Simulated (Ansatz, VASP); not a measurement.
# ZrB in VASP and in Ansatz

INCAR

```
ALGO = Normal
EDIFF = 1E-7
ENCUT = 520
GGA = CA
ISIF = 2
ISMEAR = 0
LASPH = T
LCHARG = F
LREAL = F
LWAVE = F
NBANDS = 14
NELM = 60
PREC = Accurate
SIGMA = 0.15
```

File KPOINTS:

```
k-points
0
Gamma
  16 16 16
```

POSCAR

```
ZrB
1.0
    0.0000000000      2.4153850465      2.2383373226
    2.2463080932      0.0000000000      2.2383373226
    2.2463080932      2.4153850465      0.0000000000
Zr B
1 1
Direct
    0.0000000000      0.0000000000      0.0000000000
    0.5000000000      0.5000000000      0.5000000000
```

Input for Ansatz:

```yaml
crystal:
  lattice:
    - [0.0, 2.4153850465, 2.2383373226]
    - [2.2463080932, 0.0, 2.2383373226]
    - [2.2463080932, 2.4153850465, 0.0]
  atoms:
    - { symbol: Zr, position: [0.0, 0.0, 0.0] }
    - { symbol: B, position: [0.5, 0.5, 0.5] }
basis:
  ecutwfc: 520.0
kpoints:
  mp_grid: { grid: [16, 16, 16] }
hamiltonian:
  xc: lda
scf:
  occupations: { method: gaussian, width: 0.15 }
output:
  forces: true
  stress: true
  eigenvalues: true
```

Change from the starting cell: normal strain along x -0.0700, normal strain along z -0.0733.

Alike in both runs: task single point; functional LDA; k mesh 16 × 16 × 16; occupations gaussian, width 0.15 eV; no spin polarisation.

```csv
,VASP,Ansatz
version,VASP 6.6.1,Ansatz 0.2.0
potentials or method,"VASP PAW LDA potentials, release 64 (Zr_sv, B), cutoff 520 eV","scalar-relativistic, plane waves, PAW"
valence electrons in the cell,15,15
```

VASP gave:

```
gap on the k mesh at the Fermi level (eV)                     : none
pressure (GPa)                                                : 36.7
traceless stress, the component that is largest in VASP (GPa) : -24.65
```

Task: Which values does Ansatz return?

Result: gap on the k mesh at the Fermi level (eV): none; pressure (GPa): 36.2; traceless stress, the component that is largest in VASP (GPa): -24.62.

LDA's correlation is that of Perdew and Zunger in VASP and of Perdew and Wang (1992) in Ansatz. A gap of «none» marks a metal or a gap that the smearing closes. Both programs put the cell under a high pressure, so it lies far from rest at this level.
